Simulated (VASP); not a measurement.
Write the native input for VASP 6.6.1 that does the following.

```
Task                   : single point
Functional             : r2SCAN
Potentials or basis    : VASP PAW PBE potentials, release 64 (Zn, S)
Cutoff                 : 520 eV
k mesh                 : 9 × 9 × 6
Occupations            : gaussian, width 0.01 eV
Spin                   : no spin polarisation
Dipole correction      : no
Further INCAR settings : ALGO = Normal; EDIFF = 1e-07; NBANDS = 26
```

ZnS (scanat):

```xyz
4
Lattice="3.7822 0.0000 0.0000 -1.8911 3.2755 0.0000 0.0000 0.0000 6.2082" Properties=species:S:1:pos:R:3 pbc="T T T"
Zn    0.0000    2.1837   -0.2903
Zn    1.8911    1.0918    2.8138
S     0.0000    2.1837    2.6184
S     1.8911    1.0918    5.7225
```

The input as run:

POSCAR

```
ZnS
1.0
    3.7822379936      0.0000000000      0.0000000000
   -1.8911189968      3.2755141856      0.0000000000
    0.0000000000      0.0000000000      6.2081825480
Zn S
2 2
Direct
    0.3333333333      0.6666666667     -0.0467655882
    0.6666666667      0.3333333333      0.4532344118
    0.3333333333      0.6666666667      0.4217655882
    0.6666666667      0.3333333333      0.9217655882
```

INCAR.step1

```
PREC = Accurate
ENCUT = 520
ISMEAR = 0
SIGMA = 0.01
LREAL = F
LASPH = T
NELM = 60
NBANDS = 26
GGA = PE
ALGO = Normal
EDIFF = 1E-4
LWAVE = T
LCHARG = F
```

INCAR.step2

```
PREC = Accurate
ENCUT = 520
EDIFF = 1E-7
ISMEAR = 0
SIGMA = 0.01
LREAL = F
LASPH = T
NELM = 60
ALGO = Normal
ISIF = 2
LWAVE = F
LCHARG = T
METAGGA = R2SCAN
LMIXTAU = T
LELF = T
LVHAR = T
NBANDS = 26
ISTART = 1
```

KPOINTS

```
Automatic mesh
0
Gamma
  9 9 6
```

Potentials or basis: VASP PAW PBE potentials, release 64 (Zn, S).

The run is started by

```sh
$ cat potpaw_PBE.64/Zn/POTCAR potpaw_PBE.64/S/POTCAR > POTCAR
$ cp INCAR.step1 INCAR
$ mpirun -np 1 vasp_std > vasp.out
$ cp INCAR.step2 INCAR
$ mpirun -np 1 vasp_std > vasp.out
```

Results of the run:

* Pressure: 7.0 GPa
* Largest force: 0.526 eV/Å
* Band gap on the k mesh: 3.20 eV, direct

Caveat: the PAW data sets were made with another functional, which shifts forces and pressure a little.

Wall time 4.5 min on 1 thread of Intel(R) Xeon(R) Platinum 8259CL CPU @ 2.50GHz (Skylake/Cascade Lake) (shared host), peak memory 0.24 GiB.
